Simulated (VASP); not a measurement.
# Pt (Im-3m) in VASP: a series of runs, part 2 of 2

VASP 6.6.1. Earlier steps stand in the parts before.

## (4) Relaxation of cell and atoms, r2SCAN, target pressure 10 GPa, at which the enthalpy is minimised

POSCAR reads:

```
Pt
1.0
   -1.5842200000      1.5842200000      1.5842200000
    1.5842200000     -1.5842200000      1.5842200000
    1.5842200000      1.5842200000     -1.5842200000
Pt
1
Direct
    0.0000000000      0.0000000000      0.0000000000
```

INCAR.step1 reads:

```
SYSTEM = Pt
PREC = Accurate ; ENCUT = 550
ISMEAR = -1 ; SIGMA = 0.1
LREAL = .FALSE. ; LASPH = .TRUE.
NELM = 120 ; GGA = PE
ALGO = Normal ; EDIFF = 1E-5
LWAVE = .TRUE. ; LCHARG = .FALSE.
GGA_COMPAT = .FALSE. ; IBRION = 2
ISIF = 3 ; EDIFFG = -0.005
NELMIN = 4 ; NSW = 100
```

INCAR.step2 reads:

```
SYSTEM = Pt
PREC = Accurate ; ENCUT = 550
EDIFF = 1E-7 ; ISMEAR = -1
SIGMA = 0.1 ; LREAL = .FALSE.
LASPH = .TRUE. ; NELM = 120
ALGO = Normal ; ISIF = 3
LWAVE = .FALSE. ; LCHARG = .FALSE.
METAGGA = R2SCAN ; LMIXTAU = .TRUE.
IBRION = 2 ; NSW = 80
EDIFFG = -0.01 ; PSTRESS = 100.0
ISTART = 1 ; GGA_COMPAT = .FALSE.
NELMIN = 4
```

KPOINTS reads:

```
Automatic mesh
0
G
  15 15 15
  0 0 0
```

Potentials or basis: VASP PAW PBE potentials, release 64 (Pt).

Run with:

```sh
cat potpaw_PBE.64/Pt/POTCAR > POTCAR
cp INCAR.step1 INCAR
mpirun -np 1 vasp_std > vasp.out
cp INCAR.step2 INCAR
mpirun -np 1 vasp_std > vasp.out
```

OUTCAR:

```text
SYSTEM = Pt
   PREC = Accurate
   ENCUT = 550
   EDIFF = 1E-7
   ISMEAR = -1
   LREAL = .FALSE.
   LASPH = .TRUE.
   NELM = 120
   ISIF = 3
   METAGGA = R2SCAN
   IBRION = 2
   NSW = 80
   EDIFFG = -0.01
   PSTRESS = 100.0
   ISTART = 1
   NELMIN = 4

 ion  position               nearest neighbor table
   1  0.000  0.000  0.000-

  LATTYP: Found a body centered cubic cell.
 ALAT       =     3.1684400000

  Lattice vectors:

 A1 = (  -1.5842200000,   1.5842200000,   1.5842200000)
 A2 = (   1.5842200000,  -1.5842200000,   1.5842200000)
 A3 = (   1.5842200000,   1.5842200000,  -1.5842200000)

Analysis of symmetry for initial positions (statically):
=====================================================================
 Subroutine PRICEL returns:
 Original cell was already a primitive cell.

 Routine SETGRP: Setting up the symmetry group for a
 body centered cubic supercell.

 Subroutine GETGRP returns: Found 48 space group operations
 (whereof 48 operations were pure point group operations)
 out of a pool of 48 trial point group operations.

The static configuration has the point symmetry O_h .

Analysis of symmetry for dynamics (positions and initial velocities):
=====================================================================
 Subroutine PRICEL returns:
 Original cell was already a primitive cell.

 Routine SETGRP: Setting up the symmetry group for a
 body centered cubic supercell.

 Subroutine GETGRP returns: Found 48 space group operations
 (whereof 48 operations were pure point group operations)
 out of a pool of 48 trial point group operations.

The dynamic configuration has the point symmetry O_h .

 Subroutine INISYM returns: Found 48 space group operations
 (whereof 48 operations are pure point group operations),
 and found     1 'primitive' translations

----------------------------------------------------------------------------------------

                                     Primitive cell

  volume of cell :      15.9040

  direct lattice vectors                    reciprocal lattice vectors
[... 90 lines left out ...]
   NFREE  =      1    steps in history (QN), initial steepest desc. (CG)
   ISIF   =      3    stress and relaxation
   ISYM   =      2    0-nonsym 1-usesym 2-fastsym
   POTIM  = 0.5000    time-step for ionic-motion
   TEBEG  =    0.0;   TEEND  =   0.0 temperature during run
   PSTRESS=  100.0 pullay stress
   NELECT =      10.0000    total number of electrons
   NUPDOWN=      -1.0000    fix difference up-down
   EMIN   =  10.00;   EMAX   =-10.00  energy-range for DOS
   EFERMI =   0.00;   METHOD = LEGACY
   ISMEAR =    -1;   SIGMA  =   0.10  broadening in eV -4-tet -1-fermi 0-gaus
   EFERMI_NEDOS =   21; number of points for ismear=-14 and -15
   IALGO  =     38    algorithm
   IMIX   =      4    mixing-type and parameters
     AMIX     =   0.40;   BMIX     =  1.00
     AMIX_MAG =   1.60;   BMIX_MAG =  1.00
  volume/ion in A,a.u.               =      15.90       107.33
  Fermi-wavevector in a.u.,A,eV,Ry     =   1.402510  2.650360 26.763132  1.967035
  Thomas-Fermi vector in A             =   2.525265
   LORBIT       =      0    0 simple, 1 ext, 2 COOP (PROOUT), +10 PAW based schemes
   METAGGA = R2SCAN    functional components
   LHFCALC =     F    Hartree Fock is set to
   AEXX    =    0.0000 exact exchange contribution
   IVDW    =     0    specifies the selected vdW correction
   LEPSILON=     F    determine dielectric tensor
   LRPA    =     F    only Hartree local field effects (RPA)
 conjugate gradient relaxation of ions
 non-spin polarized calculation
  energy-cutoff  :      550.00
  volume of cell :       15.90
 maximum number of plane-waves:       478
 NGX is ok and might be reduce to    24
   NGX = 11   NGY = 11   NGZ = 11

--------------------------------------- Ionic step        1  -------------------------------------------

 number of electron       9.9999999 magnetization

 Free energy of the ion-electron system (eV)
  ---------------------------------------------------
  ext. energy  EPLUGINS =         0.00000000
  ---------------------------------------------------
  free energy    TOTEN  =       -51.42176934 eV

  energy without entropy =      -51.39625926  energy(sigma->0) =      -51.40901430

 E-fermi :   9.8593     XC(G=0): -14.2275

 val. band max:        9.8413559428   @ k =  -0.4000   0.4000   0.3333
 cond. band min:       9.9021091504   @ k =   0.4667   0.0667  -0.0000
 fundamental gap:      0.0607532075
 Fermi energy:         9.8593457186

 k-point     1 :       0.0000    0.0000    0.0000
  band No.  band energies     occupation
      1       0.1792      2.00000
      2       6.2708      2.00000
      3       6.2708      2.00000
      4       6.2708      2.00000
      5       8.7458      1.99997
      6       8.7458      1.99997
      7      27.9352      0.00000
      8      27.9352      0.00000
      9      27.9352      0.00000
[... 423 lines left out ...]
--------------------------------------- Ionic step        5  -------------------------------------------

 number of electron      10.0000001 magnetization

 Free energy of the ion-electron system (eV)
  ---------------------------------------------------
  ext. energy  EPLUGINS =         0.00000000
  ---------------------------------------------------
  free energy    TOTEN  =       -51.41326807 eV

  energy without entropy =      -51.39054376  energy(sigma->0) =      -51.40190591

 E-fermi :  10.9425     XC(G=0): -14.6551

 val. band max:       10.9343846083   @ k =  -0.4000   0.4000   0.3333
 cond. band min:      10.9685080107   @ k =  -0.4000   0.4000   0.0667
 fundamental gap:      0.0341234024
 Fermi energy:        10.9424870729

 k-point     1 :       0.0000    0.0000    0.0000
  band No.  band energies     occupation
      1       0.6091      2.00000
      2       7.0147      2.00000
      3       7.0147      2.00000
      4       7.0147      2.00000
      5       9.7235      1.99999
      6       9.7235      1.99999
      7      28.9982      0.00000
      8      28.9982      0.00000
      9      28.9982      0.00000
[... 308 lines left out ...]
  energy  without entropy=      -51.3905437563  energy(sigma->0) =      -51.40190591

  enthalpy is  TOTEN    =       -50.4782902689 eV   P V=        0.9349778004

 reached required accuracy - stopping structural energy minimisation
```

OSZICAR.step1:

```text
N       E                     dE             d eps       ncg     rms          rms(c)
DAV:   1     0.384124636110E+02    0.38412E+02   -0.57222E+03  2249   0.108E+03
DAV:   2    -0.590091621561E+01   -0.44313E+02   -0.42561E+02  2269   0.191E+02
DAV:   3    -0.638540516651E+01   -0.48449E+00   -0.47643E+00  2472   0.197E+01
DAV:   4    -0.638706127359E+01   -0.16561E-02   -0.16560E-02  2324   0.127E+00
[... 15 lines left out ...]
DAV:   1    -0.604592016670E+01   -0.24209E-01   -0.49511E-01  2172   0.742E+00    0.928E-01
DAV:   2    -0.602539589124E+01    0.20524E-01   -0.65585E-02  2169   0.222E+00    0.381E-01
DAV:   3    -0.602442382828E+01    0.97206E-03   -0.51447E-03  2273   0.580E-01    0.228E-01
DAV:   4    -0.602449334708E+01   -0.69519E-04   -0.18723E-04  2309   0.111E-01    0.163E-02
DAV:   5    -0.602449594403E+01   -0.25970E-05   -0.35741E-06  1454   0.139E-02
   3 F= -.60244959E+01 E0= -.60101570E+01  d E =-.476386E-03
```

It took 3.9 min on 1 thread of Intel Xeon Platinum 8488C (Sapphire Rapids), shared host; peak memory 0.17 GiB.

What came out:

```
Free energy                                            : -51.4133 eV
Relaxed volume                                         : 14.98 Å³/atom
Relaxed cell                                           : a = 2.690 Å, b = 2.690 Å, c = 2.690 Å, α = 109.47°, β = 109.47°, γ = 109.47°
Space group after relaxing (to 0.05 Å)                 : Im-3m (No. 229)
Energy change on relaxing (the enthalpy is what falls) : +8.5 meV/atom
Ionic steps                                            : 5
Pressure after relaxing                                : 10.0 GPa
Band gap on the k mesh                                 : zero (band 5 reaches 12.04 eV, above the bottom of band 6 at 9.56 eV)
```

Step by step:
| step | energy change (eV) | largest force (eV/Å) | pressure (GPa) | volume (Å³) |
| --- | --- | --- | --- | --- |
| 1 | 0.0000 | 0.0000 | -6.01 | 15.90 |
| 2 | 0.7336 | 0.0000 | 99.37 | 12.52 |
| 3 | 0.0048 | 0.0000 | 8.73 | 15.04 |
| 4 | 0.0074 | 0.0000 | 9.66 | 15.00 |
| 5 | 0.0085 | 0.0000 | 10.03 | 14.98 |

Final structure:
```
CELL_PARAMETERS angstrom
-1.55293 1.55293 1.55293
1.55293 -1.55293 1.55293
1.55293 1.55293 -1.55293
ATOMIC_POSITIONS crystal
Pt 0.00000 0.00000 0.00000
```

Caveat: the cell is relaxed towards a set pressure, so the enthalpy falls and the energy may rise; the PAW data sets were made with another functional, which shifts forces and pressure a little; spin-orbit coupling is left out, which moves the levels of the heavy elements.

## (5) Relaxation of cell and atoms, r2SCAN, target pressure 20 GPa, at which the enthalpy is minimised

POSCAR is that of step 4.

INCAR.step1 reads:

```
SYSTEM = Pt
  PREC = Accurate
  ENCUT = 550
  ISMEAR = -1
  SIGMA = 0.1
  LREAL = .FALSE.
  LASPH = .TRUE.
  NELM = 120
  GGA = PE
  ALGO = Normal
  EDIFF = 1E-5
  LWAVE = .TRUE.
  LCHARG = .FALSE.
  GGA_COMPAT = .FALSE.
  IBRION = 2
  ISIF = 3
  EDIFFG = -0.005
  NELMIN = 4
  NSW = 100
```

INCAR.step2 reads:

```
SYSTEM = Pt
  PREC = Accurate
  ENCUT = 550
  EDIFF = 1E-7
  ISMEAR = -1
  SIGMA = 0.1
  LREAL = .FALSE.
  LASPH = .TRUE.
  NELM = 120
  ALGO = Normal
  ISIF = 3
  LWAVE = .FALSE.
  LCHARG = .FALSE.
  METAGGA = R2SCAN
  LMIXTAU = .TRUE.
  IBRION = 2
  NSW = 80
  EDIFFG = -0.01
  PSTRESS = 200.0
  ISTART = 1
  GGA_COMPAT = .FALSE.
  NELMIN = 4
```

KPOINTS reads:

```
regular mesh
0
G
  15 15 15
  0 0 0
```

Run with:

```sh
cat potpaw_PBE.64/Pt/POTCAR > POTCAR
cp INCAR.step1 INCAR
mpirun -np 1 vasp_std > vasp.out
cp INCAR.step2 INCAR
mpirun -np 1 vasp_std > vasp.out
```

Wall time 4.1 min (1 thread of Intel Xeon Platinum 8488C (Sapphire Rapids), shared host); peak memory 0.18 GiB.

Results (log left out):

```yaml
Free_energy: -51.3728 eV
Relaxed_volume: 14.54 Å³/atom
Relaxed_cell: a = 2.663 Å, b = 2.663 Å, c = 2.663 Å, α = 109.47°, β = 109.47°, γ = 109.47°
Space_group_after_relaxing_to_0.05_Å: Im-3m (No. 229)
Energy_change_on_relaxing_the_enthalpy_is_what_falls: +48.9 meV/atom
Ionic_steps: 5
Pressure_after_relaxing: 20.0 GPa
Band_gap_on_the_k_mesh: zero (band 5 reaches 12.65 eV, above the bottom of band 6 at 10.05 eV)
```

Step by step:
| step | energy change (eV) | largest force (eV/Å) | pressure (GPa) | volume (Å³) |
| --- | --- | --- | --- | --- |
| 1 | 0.0000 | 0.0000 | -6.01 | 15.90 |
| 2 | 2.6931 | 0.0000 | 261.36 | 10.67 |
| 3 | 0.0303 | 0.0000 | 15.99 | 14.71 |
| 4 | 0.0410 | 0.0000 | 18.38 | 14.61 |
| 5 | 0.0489 | 0.0000 | 20.03 | 14.54 |

Final structure:
```xyz
1
Lattice="-1.5377 1.5377 1.5377 1.5377 -1.5377 1.5377 1.5377 1.5377 -1.5377" Properties=species:S:1:pos:R:3 pbc="T T T"
Pt    0.0000    0.0000    0.0000
```

Levels at points of the mesh, in eV from the Fermi level:
```
           k point  band 1  band 2  band 3  band 4  band 5  band 6  band 7  band 8  band 9
(0.00, 0.00, 0.00)  -10.67   -4.11   -4.11   -4.11   -1.27   -1.27   18.03   18.03   18.03
```

Caveat: the cell is relaxed towards a set pressure, so the enthalpy falls and the energy may rise; the PAW data sets were made with another functional, which shifts forces and pressure a little; spin-orbit coupling is left out, which moves the levels of the heavy elements.

## (6) Overview

| cell | gap on the mesh (eV) | pressure (GPa) |
| --- | --- | --- |
| relaxed | none | 0.0 |
| relaxed to 5 GPa | none | 4.9 |
| relaxed to 10 GPa | none | 10.0 |
| relaxed to 20 GPa | none | 20.0 |

Alike in all rows: task relaxation of cell and atoms; level r2SCAN; potentials or basis VASP PAW PBE potentials, release 64 (Pt); no spin polarisation; k mesh 15 × 15 × 15; cutoff (eV) 550; smearing fermi-dirac 0.1 eV.

Caveats: the PAW data sets were made with another functional, which shifts forces and pressure a little; spin-orbit coupling is left out, which moves the levels of the heavy elements; the cell is relaxed towards a set pressure, so the enthalpy falls and the energy may rise (some runs).

Total energies depend on the potentials used, so only differences within one code and one set of settings carry meaning.
